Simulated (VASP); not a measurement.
Here is a VASP 6.6.1 calculation.

Contents of INCAR:

```
  PREC = Accurate
  ENCUT = 520
  EDIFF = 1E-6
  ISMEAR = -1
  SIGMA = 0.08
  LREAL = F
  LASPH = T
  NELM = 80
  ALGO = Normal
  ISIF = 2
  LWAVE = F
  LCHARG = F
  GGA = PS
  NBANDS = 11
```

File KPOINTS:

```
Automatic mesh
0
Gamma
  20 20 20
```

POSCAR

```
C
1.0
    0.0000000000      1.7834000000      1.7834000000
    1.7834000000      0.0000000000      1.7834000000
    1.7834000000      1.7834000000      0.0000000000
C
2
Direct
    0.5000000000      0.5000000000      0.5000000000
    0.7500000000      0.7500000000      0.7500000000
```

Potentials or basis: VASP PAW PBE potentials, release 64 (C).

Command:

```bash
$ cat potpaw_PBE.64/C/POTCAR > POTCAR
$ mpirun -np 1 vasp_std > vasp.out
```

Q: Estimate the pressure.

A: -3.8 GPa.

Q: What does it give for the band gap on the k mesh?

A: 4.01 eV (least direct gap 5.54 eV).

Caveat: the cell stands under tension; the PAW data sets were made with another functional, which shifts forces and pressure a little. A hybrid or GW would open this gap; PBEsol tends to underestimate it.
